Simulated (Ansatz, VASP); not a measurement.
Two plane-wave programs on Si

```xyz
15
Lattice="10.8600 0.0000 0.0000 0.0000 5.4300 0.0000 0.0000 0.0000 5.4300" Properties=species:S:1:pos:R:3 pbc="T T T"
Si    0.0062    5.4120    5.3874
Si    0.0311    2.7349    2.7227
Si    2.7576    0.0179    2.7079
Si    1.3083    1.3563    1.3642
Si    1.3547    4.0551    4.0821
Si    4.0668    1.3302    4.0972
Si    3.9962    4.1084    1.3794
Si    5.4487    5.4053    5.4131
Si    5.4768    2.7054    2.7584
Si    8.1579    5.4136    2.7113
Si    8.1338    2.7329    0.0131
Si    6.7731    1.3138    1.3956
Si    6.8136    4.0995    4.0196
Si    9.5156    1.3582    4.0245
Si    9.4542    4.1353    1.3712
```

Alike in both runs: task single point; functional PBE; k mesh 1 × 1 × 1; no spin polarisation.

|  | VASP | Ansatz |
| --- | --- | --- |
| version | VASP 6.6.1 | Ansatz development build ahead of 0.2.0 |
| potentials or method | VASP PAW PBE potentials, release 64 (Si) | plane waves, scalar-relativistic |
| plane-wave cutoff (eV) | 500 | 490 |
| occupations | fermi-dirac, width 0.01 eV | fermi-dirac |

|  | VASP | Ansatz | Ansatz less VASP |
| --- | --- | --- | --- |
| gap on the k mesh at the Fermi level (eV) | 0.03 | 0.03 | -0.001 |
| least direct gap on the mesh (eV) | 0.03 | 0.03 | -0.001 |

The k mesh is coarse, so the values compare programs but aren't converged.
